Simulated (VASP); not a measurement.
Crystal: SnO.

```
Sn O
1.0
     3.13136    0.00000    0.00000
     0.00000    3.13136    0.00000
     0.00000    0.00000    3.13136
Sn O
1 1
Direct
  0.00000 0.00000 0.00000
  0.50000 0.50000 0.50000
```

```yaml
Program: VASP 6.6.1
Task: relaxation of cell and atoms
Functional: r2SCAN
Potentials_or_basis: VASP PAW PBE potentials, release 64 (Sn_d, O)
Cutoff: 600 eV
k_mesh: 8 × 8 × 8
Occupations: fermi-dirac, width 0.02 eV
Spin: no spin polarisation
```

At the start: pressure -2.6 GPa; volume 15.35 Å³/atom.

Task: Where does the relaxation end?

Result: Over 3 steps the energy falls by 3.2 meV/atom and the volume is 14.96 Å³/atom (-2.5 %); space group Pm-3m (No. 221, to 0.1 Å) before and after.

The path:
```csv
step,energy change (eV),largest force (eV/Å),pressure (GPa),volume (Å³)
1,0.0000,0.0000,-2.60,30.70
2,-0.0053,0.0000,1.12,29.61
3,-0.0064,0.0000,0.02,29.92
```

Final structure:
```cif
data_structure
_symmetry_space_group_name_H-M 'P 1'
_symmetry_Int_Tables_number 1
_cell_length_a 3.1046
_cell_length_b 3.1046
_cell_length_c 3.1046
_cell_angle_alpha 90.000
_cell_angle_beta 90.000
_cell_angle_gamma 90.000
_cell_volume 29.92
loop_
_atom_site_label
_atom_site_type_symbol
_atom_site_fract_x
_atom_site_fract_y
_atom_site_fract_z
_atom_site_occupancy
Sn1 Sn 0.00000 0.00000 0.00000 1
O1 O 0.50000 0.50000 0.50000 1
```

Caveat: the PAW data sets were made with another functional, which shifts forces and pressure a little.
